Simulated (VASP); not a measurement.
# H2 in VASP: notebook

The runs below take H2 through single point, with HSE06.

Everything below comes from runs of VASP 6.6.1. Logs are shortened: lines on timing, memory, paths and dates and some standing lists are left out, and cuts for length are marked.

### Step 1. The cell of the first run

The cell holds a molecule in a box, 2 atoms: a = 8.000 Å, b = 8.000 Å, c = 8.000 Å, α = 90.00°, β = 90.00°, γ = 90.00°.

### Step 2. Single point, HSE06

Input file POSCAR:

```
H
1.0
    8.0000000000      0.0000000000      0.0000000000
    0.0000000000      8.0000000000      0.0000000000
    0.0000000000      0.0000000000      8.0000000000
H
2
Direct
    0.5000000000      0.5000000000      0.4093750000
    0.5000000000      0.5000000000      0.5906250000
```

Input file INCAR.step1:

```
SYSTEM = H
PREC = Accurate
ENCUT = 400
EDIFF = 1E-5
ISMEAR = 0
SIGMA = 0.01
LREAL = .False.
LASPH = .True.
NELM = 120
ALGO = Normal
ISIF = 2
LWAVE = .True.
GGA = PE
NBANDS = 8
GGA_COMPAT = .False.
NELMDL = -8
```

Input file INCAR.step2:

```
SYSTEM = H
PREC = Accurate
ENCUT = 400
EDIFF = 1E-6
ISMEAR = 0
SIGMA = 0.01
LREAL = .False.
LASPH = .True.
NELM = 120
ALGO = Normal
ISIF = 2
LWAVE = .False.
LCHARG = .True.
GGA = PE
LHFCALC = .True.
HFSCREEN = 0.2079
PRECFOCK = Normal
LELF = .True.
LVHAR = .True.
ISTART = 1
NBANDS = 8
GGA_COMPAT = .False.
```

Input file KPOINTS:

```
regular mesh
0
Gamma
  1 1 1
  0 0 0
```

Potentials or basis: VASP PAW PBE potentials, release 64 (H).

The run is started by

```sh
> cat potpaw_PBE.64/H/POTCAR > POTCAR
> cp INCAR.step1 INCAR
> mpirun -np 1 vasp_gam > vasp.out
> cp INCAR.step2 INCAR
> mpirun -np 1 vasp_gam > vasp.out
```

OUTCAR:

```text
SYSTEM = H
   PREC = Accurate
   ENCUT = 400
   EDIFF = 1E-6
   ISMEAR = 0
   LREAL = .False.
   LASPH = .True.
   NELM = 120
   ISIF = 2
   GGA = PE
   LHFCALC = .True.
   HFSCREEN = 0.2079
   PRECFOCK = Normal
   ISTART = 1

 ion  position               nearest neighbor table
   1  0.500  0.500  0.409-
   2  0.500  0.500  0.591-

  LATTYP: Found a simple cubic cell.
 ALAT       =     8.0000000000

  Lattice vectors:

 A1 = (   8.0000000000,   0.0000000000,   0.0000000000)
 A2 = (   0.0000000000,   8.0000000000,   0.0000000000)
 A3 = (   0.0000000000,   0.0000000000,   8.0000000000)

Analysis of symmetry for initial positions (statically):
=====================================================================
 Subroutine PRICEL returns:
 Original cell was already a primitive cell.

 Routine SETGRP: Setting up the symmetry group for a
 simple cubic supercell.

 Subroutine GETGRP returns: Found 16 space group operations
 (whereof 16 operations were pure point group operations)
 out of a pool of 48 trial point group operations.

The static configuration has the point symmetry D_4h.

Analysis of symmetry for dynamics (positions and initial velocities):
=====================================================================
 Subroutine PRICEL returns:
 Original cell was already a primitive cell.

 Routine SETGRP: Setting up the symmetry group for a
 simple cubic supercell.

 Subroutine GETGRP returns: Found 16 space group operations
 (whereof 16 operations were pure point group operations)
 out of a pool of 48 trial point group operations.

The dynamic configuration has the point symmetry D_4h.

 Subroutine INISYM returns: Found 16 space group operations
 (whereof 16 operations are pure point group operations),
 and found     1 'primitive' translations

----------------------------------------------------------------------------------------

                                     Primitive cell

  volume of cell :     512.0000

  direct lattice vectors                    reciprocal lattice vectors
     8.000000000  0.000000000  0.000000000     0.125000000  0.000000000  0.000000000
     0.000000000  8.000000000  0.000000000     0.000000000  0.125000000  0.000000000
     0.000000000  0.000000000  8.000000000     0.000000000  0.000000000  0.125000000

  length of vectors
     8.000000000  8.000000000  8.000000000     0.125000000  0.125000000  0.125000000

  position of ions in fractional coordinates (direct lattice)
     0.500000000  0.500000000  0.409375000
     0.500000000  0.500000000  0.590625000

  ion indices of the primitive-cell ions
   primitive index   ion index
                 1           1
                 2           2

----------------------------------------------------------------------------------------

 KPOINTS: regular mesh

Automatic generation of k-mesh.
 Grid dimensions read from file:
 generate k-points for:    1    1    1

 Generating k-lattice:

  Cartesian coordinates                     Fractional coordinates (reciprocal lattice)
     0.125000000  0.000000000  0.000000000     1.000000000  0.000000000  0.000000000
     0.000000000  0.125000000  0.000000000     0.000000000  1.000000000  0.000000000
     0.000000000  0.000000000  0.125000000     0.000000000  0.000000000  1.000000000

  Length of vectors
     0.125000000  0.125000000  0.125000000

  Shift w.r.t. Gamma in fractional coordinates (k-lattice)
     0.000000000  0.000000000  0.000000000

 Subroutine IBZKPT returns following result:
 ===========================================

 Found      1 irreducible k-points:

 Following reciprocal coordinates:
            Coordinates               Weight
  0.000000  0.000000  0.000000      1.000000
   k-points           NKPTS =      1   k-points in BZ     NKDIM =      1   number of bands    NBANDS=      8
   number of dos      NEDOS =    301   number of ions     NIONS =      2
   total plane-waves  NPLWV = 157464
   dimension x,y,z NGX =    54 NGY =   54 NGZ =   54
   dimension x,y,z NGXF=   108 NGYF=  108 NGZF=  108
   ions per type =               2
   NGX,Y,Z   is equivalent  to a cutoff of  11.22, 11.22, 11.22 a.u.
   NGXF,Y,Z  is equivalent  to a cutoff of  22.44, 22.44, 22.44 a.u.
 SYSTEM =  H
   PREC   = accura    normal or accurate (medium, high low for compatibility)
   ISTART =      1    job   : 0-new  1-cont  2-samecut
   ICHARG =      0    charge: 1-file 2-atom 10-const
   ISPIN  =      1    spin polarized calculation?
   LNONCOLLINEAR =      F non collinear calculations
   LSORBIT =      F    spin-orbit coupling
   LASPH  =      T    aspherical Exc in radial PAW
   ENCUT  =  400.0 eV  29.40 Ry    5.42 a.u.  13.05 13.05 13.05*2*pi/ulx,y,z
   NELM   =    120;   NELMIN=  2; NELMDL=  0     # of ELM steps
   EDIFF  = 0.1E-05   stopping-criterion for ELM
   LREAL  =      F    real-space projection
   EDIFFG = 0.1E-04   stopping-criterion for IOM
   NSW    =      0    number of steps for IOM
   IBRION =     -1    ionic relax: 0-MD 1-quasi-New 2-CG
   NFREE  =      0    steps in history (QN), initial steepest desc. (CG)
   ISIF   =      2    stress and relaxation
   ISYM   =      3    0-nonsym 1-usesym 2-fastsym
   POTIM  = 0.5000    time-step for ionic-motion
   TEBEG  =    0.0;   TEEND  =   0.0 temperature during run
   PSTRESS=    0.0 pullay stress
   NELECT =       2.0000    total number of electrons
   NUPDOWN=      -1.0000    fix difference up-down
   EMIN   =  10.00;   EMAX   =-10.00  energy-range for DOS
   EFERMI =   0.00;   METHOD = LEGACY
   ISMEAR =     0;   SIGMA  =   0.01  broadening in eV -4-tet -1-fermi 0-gaus
   EFERMI_NEDOS =   21; number of points for ismear=-14 and -15
   IALGO  =     38    algorithm
   IMIX   =      1    mixing-type and parameters
     AMIX     =   0.40;   BMIX     =  1.00
     AMIX_MAG =   1.60;   BMIX_MAG =  1.00
  volume/ion in A,a.u.               =     256.00      1727.57
  Fermi-wavevector in a.u.,A,eV,Ry     =   0.257827  0.487222  0.904443  0.066475
  Thomas-Fermi vector in A             =   1.082725
   LORBIT       =      0    0 simple, 1 ext, 2 COOP (PROOUT), +10 PAW based schemes
   GGA     = PE    functional components
   LHFCALC =     T    Hartree Fock is set to
   PRECFOCK=normal    Normal, Fast or Accurate (Low or Medium for compatibility)
   ENCUT4O =  -1.0   cutoff for four orbital integrals eV
   NKREDX  =     1    reduce k-point grid by
   NKREDY  =     1    reduce k-point grid by
   NKREDZ  =     1    reduce k-point grid by
   AEXX    =    0.2500 exact exchange contribution
   HFSCREEN=    0.2079 screening length (either q_TF or 0.3 A-1)
   HFSCREENC=   0.2079 screening length for correlation (either q_TF or 0.3 A-1)
   ENCUTFOCK=  -1.0 apply spherical cutoff to Coloumb kernel
   IVDW    =     0    specifies the selected vdW correction
   LEPSILON=     F    determine dielectric tensor
   LRPA    =     F    only Hartree local field effects (RPA)
 non-spin polarized calculation
 Gauss-broadening in eV      SIGMA  =   0.01
  energy-cutoff  :      400.00
  volume of cell :      512.00
 maximum number of plane-waves:      4658
 NGX is ok and might be reduce to    54
  NGX = 40; NGY = 40; NGZ = 40

 number of electron       2.0000000 magnetization

 Free energy of the ion-electron system (eV)
  ---------------------------------------------------
  ext. energy  EPLUGINS =         0.00000000
  ---------------------------------------------------
  free energy    TOTEN  =        -4.95223522 eV

  energy without entropy =       -4.95223522  energy(sigma->0) =       -4.95223522

 E-fermi :  -8.8422     XC(G=0):  -0.8783

 val. band max:       -8.9085871621   @ k =   0.0000   0.0000   0.0000
 cond. band min:      -2.4513869462   @ k =   0.0000   0.0000   0.0000
 fundamental gap:      6.4572002160
 Fermi energy:        -8.8422254265

 k-point     1 :       0.0000    0.0000    0.0000
  band No.  band energies     occupation
      1      -8.9086      2.00000
      2      -2.4514      0.00000
      3      -0.2963      0.00000
      4       1.2054      0.00000
      5       1.2054      0.00000
      6       1.6892      0.00000
      7       1.8590      0.00000
      8       2.3075      0.00000

------------------------ aborting loop because EDIFF is reached ----------------------------------------

  FORCE on cell =-STRESS in cart. coord.  units (eV):
  Direction    XX          YY          ZZ          XY          YZ          ZX
  --------------------------------------------------------------------------------------
  -------------------------------------------------------------------------------------
  Total       -0.0926246     -0.0926246     -6.6564906      0.0000000      0.0000000      0.0000000
  in kB       -0.2898458     -0.2898458    -20.8298405      0.0000000      0.0000000      0.0000000
  external PRESSURE =      -7.1365107 kB  Pullay stress =       0.0000000 kB

 VOLUME and BASIS-vectors are now :
 -----------------------------------------------------------------------------
  energy-cutoff  :      400.00
  volume of cell :      512.00
      direct lattice vectors                 reciprocal lattice vectors
     8.000000000  0.000000000  0.000000000     0.125000000  0.000000000  0.000000000
     0.000000000  8.000000000  0.000000000     0.000000000  0.125000000  0.000000000
     0.000000000  0.000000000  8.000000000     0.000000000  0.000000000  0.125000000

 POSITION                                       TOTAL-FORCE (eV/Angst)
 -----------------------------------------------------------------------------------
      4.00000      4.00000      3.27500        -0.000000      0.000000      4.483929
      4.00000      4.00000      4.72500         0.000000      0.000000     -4.483929
 -----------------------------------------------------------------------------------
    total drift:                                0.000000      0.000000     -0.000000

  FREE ENERGIE OF THE ION-ELECTRON SYSTEM (eV)
  ---------------------------------------------------
  free  energy   TOTEN  =        -4.9522352245 eV

  energy  without entropy=       -4.9522352245  energy(sigma->0) =       -4.95223522
```

Run time: 66 s. Hardware: 1 thread of Intel Xeon 8259CL, shared host; peak memory 0.45 GiB.

Results:

* Free energy: -4.9522 eV
* Largest force: 4.484 eV/Å
* Gap between the frontier levels: 6.46 eV

Forces on the atoms (eV/Å):
```
H    0.000  0.000  4.484
H    0.000  0.000 -4.484
```

Caveat: the PAW data sets were made with another functional, which shifts forces and pressure a little.

### Step 3. Single point, HSE06

Input file POSCAR:

```
H
1.0
    8.0000000000      0.0000000000      0.0000000000
    0.0000000000      8.0000000000      0.0000000000
    0.0000000000      0.0000000000      8.0000000000
H
2
Direct
    0.5000000000      0.5000000000      0.4000000000
    0.5000000000      0.5000000000      0.6000000000
```

Input file INCAR.step1:

```
PREC     = Accurate       # precision mode
ENCUT    = 400            # plane-wave cutoff, eV
EDIFF    = 1E-5           # SCF threshold, eV
ISMEAR   = 0              # smearing method
SIGMA    = 0.01           # smearing width, eV
LREAL    = F              # projectors in reciprocal space
LASPH    = T              # aspherical terms in the spheres
NELM     = 120            # most SCF steps
ALGO     = Normal         # electronic algorithm
ISIF     = 2              # what is computed and relaxed
LWAVE    = T              # write WAVECAR
LCHARG   = F              # write CHGCAR
NBANDS   = 8              # bands
GGA      = PE             # functional
GGA_COMPAT= F            
NELMDL   = -8
```

Input file INCAR.step2:

```
PREC     = Accurate       # precision mode
ENCUT    = 400            # plane-wave cutoff, eV
EDIFF    = 1E-6           # SCF threshold, eV
ISMEAR   = 0              # smearing method
SIGMA    = 0.01           # smearing width, eV
LREAL    = F              # projectors in reciprocal space
LASPH    = T              # aspherical terms in the spheres
NELM     = 120            # most SCF steps
ALGO     = Normal         # electronic algorithm
ISIF     = 2              # what is computed and relaxed
LWAVE    = F              # write WAVECAR
LCHARG   = F              # write CHGCAR
GGA      = PE             # functional
LHFCALC  = T              # exact exchange
HFSCREEN = 0.2079         # screening, 1/A
PRECFOCK = Normal       
NBANDS   = 8              # bands
ISTART   = 1            
GGA_COMPAT= F
```

Input file KPOINTS:

```
Automatic mesh
0
Gamma
  1 1 1
```

Potentials or basis: VASP PAW PBE potentials, release 64 (H).

The run is started by

```sh
> cat potpaw_PBE.64/H/POTCAR > POTCAR
> cp INCAR.step1 INCAR
> mpirun -np 1 vasp_gam > vasp.out
> cp INCAR.step2 INCAR
> mpirun -np 1 vasp_gam > vasp.out
```

Wall time 56 s (1 thread of Intel Xeon 8259CL, shared host); peak memory 0.45 GiB.

The run converged. Its results:

* Free energy: -4.3109 eV
* Largest force: 4.061 eV/Å
* Gap between the frontier levels: 5.48 eV

Forces on the atoms (eV/Å):
```
H    0.000  0.000  4.061
H    0.000  0.000 -4.061
```

Levels at points of the mesh, in eV from the valence-band top:
```csv
k point,band 1,band 2,band 3,band 4,band 5,band 6
"(0.00, 0.00, 0.00)",0.00,5.48,8.30,9.76,9.76,10.22
```

Caveat: the PAW data sets were made with another functional, which shifts forces and pressure a little.
